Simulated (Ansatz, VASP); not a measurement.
# Cd2BiO2: VASP beside Ansatz

```xyz
5
Lattice="4.4733 0.0000 0.0000 -2.2366 3.8740 0.0000 0.0000 0.0000 8.0030" Properties=species:S:1:pos:R:3 pbc="T T T"
Cd    0.0000    2.5826    5.4039
Cd    2.2366    1.2913    5.4039
Bi    0.0000    0.0000    2.1115
O     0.0000    0.0000    5.2269
O     0.0000    0.0000    0.1459
```

Alike in both runs: functional PBE; k mesh 12 × 12 × 6; occupations gaussian, width 0.1 eV; no spin polarisation.

Ansatz relaxed the structure, and its values are those at the end. VASP's run is a single point on that final structure, the one shown.

|  | VASP | Ansatz |
| --- | --- | --- |
| version | VASP 6.6.1 | Ansatz 0.2.0 |
| potentials or method | VASP PAW PBE potentials, release 64 (Cd, Bi_d, O), cutoff 520 eV | scalar-relativistic, plane waves, PAW |
| valence electrons in the cell | 51 | 67 |

VASP gave:

* gap on the k mesh at the Fermi level (eV): none
* pressure (GPa): 0.3
* rms of the force components (eV/Å): 0.041

**Question.** Estimate Ansatz's values.

**Answer.** gap on the k mesh at the Fermi level (eV): none; pressure (GPa): 0.0; rms of the force components (eV/Å): 0.000.

A gap of «none» marks a metal or a gap that the smearing closes. With one functional, cell and mesh, what is left measures potentials, basis and numerics. VASP's potentials hold 51 valence electrons a cell and Ansatz's 67, so a difference there can come from the potentials and not from the codes.

Neither program's run includes spin-orbit coupling.
